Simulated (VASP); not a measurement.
# Si27SnC26 (a cell with a defect) in VASP: single point with PBE

Aim: the single point of Si27SnC26 (a cell with a defect) with PBE.

All numbers are computed with VASP 6.6.1; they aren't measurements. Logs are shortened: lines on timing, memory, paths and dates and some standing lists are left out, and cuts for length are marked.

## Step 1: The cell of the first run

The cell holds a defect, 54 atoms: a = 9.245 Å, b = 9.245 Å, c = 9.245 Å, α = 60.00°, β = 60.00°, γ = 60.00°.

## Step 2: Single point, PBE

The input, INCAR:

```
PREC     = Accurate       # precision mode
ENCUT    = 520            # plane-wave cutoff, eV
EDIFF    = 1E-7           # SCF threshold, eV
ISMEAR   = -1             # smearing method
SIGMA    = 0.01           # smearing width, eV
LREAL    = Auto         
LASPH    = T              # aspherical terms in the spheres
NELM     = 60             # most SCF steps
ALGO     = Normal         # electronic algorithm
ISIF     = 2              # what is computed and relaxed
LWAVE    = F              # write WAVECAR
LCHARG   = F              # write CHGCAR
GGA      = PE             # functional
NBANDS   = 146            # bands
```

The input, KPOINTS:

```
regular mesh
0
Gamma
  3 3 3
```

The input, POSCAR:

```
Si27SnC26
1.0
    0.0000000000      6.5370000000      6.5370000000
    6.5370000000      0.0000000000      6.5370000000
    6.5370000000      6.5370000000      0.0000000000
Si Sn C
27 1 26
Direct
   -0.0167307693     -0.0167307693     -0.0167307693
   -0.0167307693     -0.0167307693      0.3835256412
    0.0006178962      0.0006178962      0.6660487705
   -0.0167307693      0.3835256412     -0.0167307693
   -0.0001891839      0.3337173985      0.3337173985
   -0.0001891839      0.3337173985      0.6660877202
    0.0006178962      0.6660487705      0.0006178962
   -0.0001891839      0.6660877202      0.3337173985
    0.0006178962      0.6660487705      0.6660487705
    0.3835256412     -0.0167307693     -0.0167307693
    0.3337173985     -0.0001891839      0.3337173985
    0.3337173985     -0.0001891839      0.6660877202
    0.3337173985      0.3337173985     -0.0001891839
    0.3333333333      0.3333333333      0.3333333333
    0.3337173985      0.3337173985      0.6660877202
    0.3337173985      0.6660877202     -0.0001891839
    0.3337173985      0.6660877202      0.3337173985
    0.3330039907      0.6667764475      0.6667764475
    0.6660487705      0.0006178962      0.0006178962
    0.6660877202     -0.0001891839      0.3337173985
    0.6660487705      0.0006178962      0.6660487705
    0.6660877202      0.3337173985     -0.0001891839
    0.6660877202      0.3337173985      0.3337173985
    0.6667764475      0.3330039907      0.6667764475
    0.6660487705      0.6660487705      0.0006178962
    0.6667764475      0.6667764475      0.3330039907
    0.6667764475      0.6667764475      0.6667764475
    0.0833333333      0.0833333333      0.0833333333
    0.0843124771      0.0843124771      0.4233982982
    0.0843124771      0.0843124771      0.7413100810
    0.0843124771      0.4233982982      0.0843124771
    0.0836221277      0.4165704019      0.4165704019
    0.0843124771      0.4233982982      0.7413100810
    0.0843124771      0.7413100810      0.0843124771
    0.0843124771      0.7413100810      0.4233982982
    0.0831372444      0.7500653630      0.7500653630
    0.4233982982      0.0843124771      0.0843124771
    0.4165704019      0.0836221277      0.4165704019
    0.4233982982      0.0843124771      0.7413100810
    0.4165704019      0.4165704019      0.0836221277
    0.4165704019      0.4165704019      0.4165704019
    0.4165829729      0.4165829729      0.7500836938
    0.4233982982      0.7413100810      0.0843124771
    0.4165829729      0.7500836938      0.4165829729
    0.4165829729      0.7500836938      0.7500836938
    0.7413100810      0.0843124771      0.0843124771
    0.7413100810      0.0843124771      0.4233982982
    0.7500653630      0.0831372444      0.7500653630
    0.7413100810      0.4233982982      0.0843124771
    0.7500836938      0.4165829729      0.4165829729
    0.7500836938      0.4165829729      0.7500836938
    0.7500653630      0.7500653630      0.0831372444
    0.7500836938      0.7500836938      0.4165829729
    0.7500653630      0.7500653630      0.7500653630
```

Potentials or basis: VASP PAW PBE potentials, release 64 (Si, Sn_d, C).

The run is started by

```console
cat potpaw_PBE.64/Si/POTCAR potpaw_PBE.64/Sn_d/POTCAR potpaw_PBE.64/C/POTCAR > POTCAR
mpirun -np 1 vasp_std > vasp.out
```

OUTCAR:

```text
PREC = Accurate
   ENCUT = 520
   EDIFF = 1E-7
   ISMEAR = -1
   LREAL = Auto
   LASPH = T
   NELM = 60
   ISIF = 2
   GGA = PE

 ion  position               nearest neighbor table
   1  0.983  0.983  0.983-  30 1.86  34 1.86  46 1.86  28 2.27   7 2.78  19 2.78   3 2.78  20 3.11
                            22 3.11   8 3.11  12 3.11  16 3.11   6 3.11
   2  0.983  0.983  0.384-  35 1.86  47 1.86  29 1.86  28 2.27   9 2.78  21 2.78   3 2.78  11 3.11
                             5 3.11  17 3.11  23 3.11   8 3.11  20 3.11
   3  0.001  0.001  0.666-  29 1.83  30 1.83  36 1.89  48 1.89   1 2.78   2 2.78   6 3.08  12 3.08
                            11 3.08   5 3.08  18 3.08  24 3.08   7 3.09  19 3.09  21 3.09   9 3.09
   4  0.983  0.384  0.983-  33 1.86  49 1.86  31 1.86  28 2.27   9 2.78  25 2.78   7 2.78  13 3.11
                             5 3.11  23 3.11  15 3.11   6 3.11  22 3.11
   5  1.000  0.334  0.334-  32 1.88  31 1.88  29 1.88  50 1.89   6 3.07   8 3.07   7 3.08   3 3.08
                            24 3.08  26 3.08  14 3.08  23 3.09  11 3.09  13 3.09   4 3.11   2 3.11
   6  1.000  0.334  0.666-  32 1.88  30 1.88  33 1.88  51 1.89   5 3.07   8 3.07   3 3.08   9 3.08
                            27 3.08  24 3.08  14 3.08  22 3.09  15 3.09  12 3.09   1 3.11   4 3.11
   7  0.001  0.666  0.001-  31 1.83  34 1.83  36 1.89  52 1.89   1 2.78   4 2.78   8 3.08  16 3.08
                             5 3.08  13 3.08  18 3.08  26 3.08   3 3.09  19 3.09  25 3.09   9 3.09
   8  1.000  0.666  0.334-  32 1.88  34 1.88  35 1.88  53 1.89   5 3.07   6 3.07   7 3.08   9 3.08
                            27 3.08  26 3.08  14 3.08  20 3.09  17 3.09  16 3.09   1 3.11   2 3.11
   9  0.001  0.666  0.666-  33 1.83  35 1.83  36 1.89  54 1.89   2 2.78   4 2.78  15 3.08  17 3.08
[... 62 lines left out ...]
  53  0.750  0.750  0.417-   8 1.89  20 1.89  27 1.89  26 1.89
  54  0.750  0.750  0.750-  27 1.89  21 1.89  25 1.89   9 1.89

  LATTYP: Found a face centered cubic cell.
 ALAT       =    13.0740000000

  Lattice vectors:

 A1 = (   0.0000000000,   6.5370000000,   6.5370000000)
 A2 = (   6.5370000000,   0.0000000000,   6.5370000000)
 A3 = (   6.5370000000,   6.5370000000,   0.0000000000)

Analysis of symmetry for initial positions (statically):
=====================================================================
 Subroutine PRICEL returns:
 Original cell was already a primitive cell.

 Routine SETGRP: Setting up the symmetry group for a
 face centered cubic supercell.

 Subroutine GETGRP returns: Found 24 space group operations
 (whereof  6 operations were pure point group operations)
 out of a pool of 48 trial point group operations.

The static configuration has the point symmetry C_3v.
 The point group associated with its full space group is T_d .

Analysis of symmetry for dynamics (positions and initial velocities):
=====================================================================
 Subroutine PRICEL returns:
 Original cell was already a primitive cell.

 Routine SETGRP: Setting up the symmetry group for a
 face centered cubic supercell.

 Subroutine GETGRP returns: Found 24 space group operations
 (whereof  6 operations were pure point group operations)
 out of a pool of 48 trial point group operations.

The dynamic configuration has the point symmetry C_3v.
 The point group associated with its full space group is T_d .

 Subroutine INISYM returns: Found 24 space group operations
 (whereof  6 operations are pure point group operations),
 and found     1 'primitive' translations

----------------------------------------------------------------------------------------

                                     Primitive cell

  volume of cell :     558.6830

  direct lattice vectors                    reciprocal lattice vectors
     0.000000000  6.537000000  6.537000000    -0.076487685  0.076487685  0.076487685
     6.537000000  0.000000000  6.537000000     0.076487685 -0.076487685  0.076487685
     6.537000000  6.537000000  0.000000000     0.076487685  0.076487685 -0.076487685

  length of vectors
     9.244714057  9.244714057  9.244714057     0.132480557  0.132480557  0.132480557

  position of ions in fractional coordinates (direct lattice)
     0.983269231  0.983269231  0.983269231
     0.983269231  0.983269231  0.383525641
     0.000617896  0.000617896  0.666048770
     0.983269231  0.383525641  0.983269231
     0.999810816  0.333717398  0.333717398
     0.999810816  0.333717398  0.666087720
[... 46 lines left out ...]
     0.750083694  0.750083694  0.416582973
     0.750065363  0.750065363  0.750065363

  ion indices of the primitive-cell ions
   primitive index   ion index
                 1           1
                 2           2
                 3           3
                 4           4
                 5           5
                 6           6
[... 46 lines left out ...]
                53          53
                54          54

----------------------------------------------------------------------------------------

 KPOINTS: regular mesh

Automatic generation of k-mesh.
 Grid dimensions read from file:
 generate k-points for:    3    3    3

 Generating k-lattice:

  Cartesian coordinates                     Fractional coordinates (reciprocal lattice)
    -0.025495895  0.025495895  0.025495895     0.333333333  0.000000000  0.000000000
     0.025495895 -0.025495895  0.025495895     0.000000000  0.333333333  0.000000000
     0.025495895  0.025495895 -0.025495895     0.000000000  0.000000000  0.333333333

  Length of vectors
     0.044160186  0.044160186  0.044160186

  Shift w.r.t. Gamma in fractional coordinates (k-lattice)
     0.000000000  0.000000000  0.000000000

 Subroutine IBZKPT returns following result:
 ===========================================

 Found      4 irreducible k-points:

 Following reciprocal coordinates:
            Coordinates               Weight
  0.000000  0.000000  0.000000      1.000000
  0.333333  0.000000  0.000000      8.000000
  0.333333  0.333333  0.000000      6.000000
 -0.333333  0.333333  0.000000     12.000000
   k-points           NKPTS =      4   k-points in BZ     NKDIM =      4   number of bands    NBANDS=    146
   number of dos      NEDOS =    301   number of ions     NIONS =     54
   total plane-waves  NPLWV = 343000
   dimension x,y,z NGX =    70 NGY =   70 NGZ =   70
   dimension x,y,z NGXF=   140 NGYF=  140 NGZF=  140
   ions per type =              27   1  26
   NGX,Y,Z   is equivalent  to a cutoff of  12.59, 12.59, 12.59 a.u.
   NGXF,Y,Z  is equivalent  to a cutoff of  25.18, 25.18, 25.18 a.u.
 SYSTEM =  unknown system
   PREC   = accura    normal or accurate (medium, high low for compatibility)
   ISTART =      0    job   : 0-new  1-cont  2-samecut
   ICHARG =      2    charge: 1-file 2-atom 10-const
   ISPIN  =      1    spin polarized calculation?
   LNONCOLLINEAR =      F non collinear calculations
   LSORBIT =      F    spin-orbit coupling
   LASPH  =      T    aspherical Exc in radial PAW
   ENCUT  =  520.0 eV  38.22 Ry    6.18 a.u.  17.19 17.19 17.19*2*pi/ulx,y,z
   NELM   =     60;   NELMIN=  2; NELMDL= -5     # of ELM steps
   EDIFF  = 0.1E-06   stopping-criterion for ELM
   LREAL  =      T    real-space projection
   EDIFFG = 0.1E-05   stopping-criterion for IOM
   NSW    =      0    number of steps for IOM
   IBRION =     -1    ionic relax: 0-MD 1-quasi-New 2-CG
   NFREE  =      0    steps in history (QN), initial steepest desc. (CG)
   ISIF   =      2    stress and relaxation
   ISYM   =      2    0-nonsym 1-usesym 2-fastsym
   POTIM  = 0.5000    time-step for ionic-motion
   TEBEG  =    0.0;   TEEND  =   0.0 temperature during run
   PSTRESS=    0.0 pullay stress
   NELECT =     226.0000    total number of electrons
   NUPDOWN=      -1.0000    fix difference up-down
   EMIN   =  10.00;   EMAX   =-10.00  energy-range for DOS
   EFERMI =   0.00;   METHOD = LEGACY
   ISMEAR =    -1;   SIGMA  =   0.01  broadening in eV -4-tet -1-fermi 0-gaus
   EFERMI_NEDOS =   21; number of points for ismear=-14 and -15
   IALGO  =     38    algorithm
   IMIX   =      4    mixing-type and parameters
     AMIX     =   0.40;   BMIX     =  1.00
     AMIX_MAG =   1.60;   BMIX_MAG =  1.00
  volume/ion in A,a.u.               =      10.35        69.82
  Fermi-wavevector in a.u.,A,eV,Ry     =   1.210754  2.287993 19.945116  1.465925
  Thomas-Fermi vector in A             =   2.346291
   LORBIT       =      0    0 simple, 1 ext, 2 COOP (PROOUT), +10 PAW based schemes
   GGA     = PE    functional components
[... 5 lines left out ...]
 non-spin polarized calculation
  energy-cutoff  :      520.00
  volume of cell :      558.68
 maximum number of plane-waves:     15070
 NGX is ok and might be reduce to    70
   NGX = 35   NGY = 35   NGZ = 35

 number of electron     225.9999998 magnetization

 Free energy of the ion-electron system (eV)
  ---------------------------------------------------
  ext. energy  EPLUGINS =         0.00000000
  ---------------------------------------------------
  free energy    TOTEN  =      -392.00783576 eV

  energy without entropy =     -392.00560901  energy(sigma->0) =     -392.00672238

 E-fermi :   9.8638     XC(G=0): -11.4688

 val. band max:        9.8472918987   @ k =   0.0000   0.0000   0.0000
 cond. band min:       9.8881221418   @ k =   0.3333   0.3333   0.0000
 fundamental gap:      0.0408302430
 Fermi energy:         9.8637785209

 k-point     1 :       0.0000    0.0000    0.0000
  band No.  band energies     occupation
      1     -10.8198      2.00000
      2     -10.8198      2.00000
      3     -10.8198      2.00000
      4     -10.6708      2.00000
      5     -10.6708      2.00000
      6      -7.0692      2.00000
[... 501 lines left out ...]
    124      13.3173      0.00000
    125      13.4237      0.00000
 [bands above 125 left out]

------------------------ aborting loop because EDIFF is reached ----------------------------------------

  FORCE on cell =-STRESS in cart. coord.  units (eV):
  Direction    XX          YY          ZZ          XY          YZ          ZX
  --------------------------------------------------------------------------------------
  -------------------------------------------------------------------------------------
  Total       43.9936689     43.9936689     43.9936689      0.0000000     -0.0000000      0.0000000
  in kB      126.1639606    126.1639606    126.1639606      0.0000000     -0.0000000      0.0000000
  external PRESSURE =     126.1639606 kB  Pullay stress =       0.0000000 kB

 VOLUME and BASIS-vectors are now :
 -----------------------------------------------------------------------------
  energy-cutoff  :      520.00
  volume of cell :      558.68
      direct lattice vectors                 reciprocal lattice vectors
     0.000000000  6.537000000  6.537000000    -0.076487685  0.076487685  0.076487685
     6.537000000  0.000000000  6.537000000     0.076487685 -0.076487685  0.076487685
     6.537000000  6.537000000  0.000000000     0.076487685  0.076487685 -0.076487685

 POSITION                                       TOTAL-FORCE (eV/Angst)
 -----------------------------------------------------------------------------------
     12.85526     12.85526     12.85526         0.017427      0.017427      0.017427
      8.93474      8.93474     12.85526        -0.017427     -0.017427      0.017427
      4.35800      4.35800      0.00808        -0.000000     -0.000000     -0.005469
      8.93474     12.85526      8.93474        -0.017427      0.017427     -0.017427
      4.36302      8.71727      8.71727         0.014580      0.003270      0.003270
      6.53573     10.88998      8.71727        -0.003270     -0.014580      0.003270
[... 46 lines left out ...]
      7.62650      7.62650      9.80659        -0.000000     -0.000000      0.003383
      9.80635      9.80635      9.80635         0.013643      0.013643      0.013643
 -----------------------------------------------------------------------------------
    total drift:                               -0.000026     -0.000026     -0.000025

  FREE ENERGIE OF THE ION-ELECTRON SYSTEM (eV)
  ---------------------------------------------------
  free  energy   TOTEN  =      -392.0078357563 eV

  energy  without entropy=     -392.0056090113  energy(sigma->0) =     -392.00672238
```

It took 24 min on 1 thread of Oxide Virtual Turin-like, shared host; peak memory 0.76 GiB.

What came out:

```yaml
Free_energy: -392.0078 eV
Pressure: 12.6 GPa
Largest_force: 0.030 eV/Å
Band_gap_on_the_k_mesh: 0.04 eV
```

Forces in eV/Å, atoms in the order of the input:
```
Si   0.017  0.017  0.017
Si  -0.017 -0.017  0.017
Si   0.000  0.000 -0.005
Si  -0.017  0.017 -0.017
Si   0.015  0.003  0.003
Si  -0.003 -0.015  0.003
Si   0.000 -0.005  0.000
Si  -0.003  0.003 -0.015
Si   0.005  0.000  0.000
Si   0.017 -0.017 -0.017
Si   0.003  0.015  0.003
Si  -0.015 -0.003  0.003
Si   0.003  0.003  0.015
Si   0.000  0.000  0.000
Si  -0.003 -0.003  0.015
Si  -0.015  0.003 -0.003
Si  -0.003  0.015 -0.003
Si  -0.015  0.015  0.015
Si  -0.005  0.000  0.000
Si   0.003 -0.003 -0.015
Si   0.000  0.005  0.000
Si   0.003 -0.015 -0.003
Si   0.015 -0.003 -0.003
Si   0.015 -0.015  0.015
Si   0.000  0.000  0.005
Si   0.015  0.015 -0.015
Si  -0.015 -0.015 -0.015
Sn   0.000  0.000  0.000
C   -0.011 -0.011 -0.003
C    0.011  0.011 -0.003
C   -0.011 -0.003 -0.011
C    0.001 -0.001 -0.001
C    0.003  0.011 -0.011
C    0.011 -0.003  0.011
C    0.003 -0.011  0.011
C    0.014 -0.014 -0.014
C   -0.003 -0.011 -0.011
C   -0.001  0.001 -0.001
C    0.011  0.003 -0.011
C   -0.001 -0.001  0.001
C    0.001  0.001  0.001
C    0.000  0.000 -0.003
C    0.011 -0.011  0.003
C    0.000 -0.003  0.000
C    0.003  0.000  0.000
C   -0.003  0.011  0.011
C   -0.011  0.003  0.011
C   -0.014  0.014 -0.014
C   -0.011  0.011  0.003
C   -0.003  0.000  0.000
C    0.000  0.003  0.000
C   -0.014 -0.014  0.014
C    0.000  0.000  0.003
C    0.014  0.014  0.014
```

Levels at points of the mesh, in eV from the valence-band top:
```tsv
k point	band 111	band 112	band 113	band 114	band 115	band 116
(0.00, 0.00, 0.00)	0.00	0.00	0.00	0.93	0.93	0.93
```

Caveat: semilocal functionals underestimate gaps, and a narrow one can read as zero; spin-orbit coupling is left out, which moves the levels of the heavy elements.
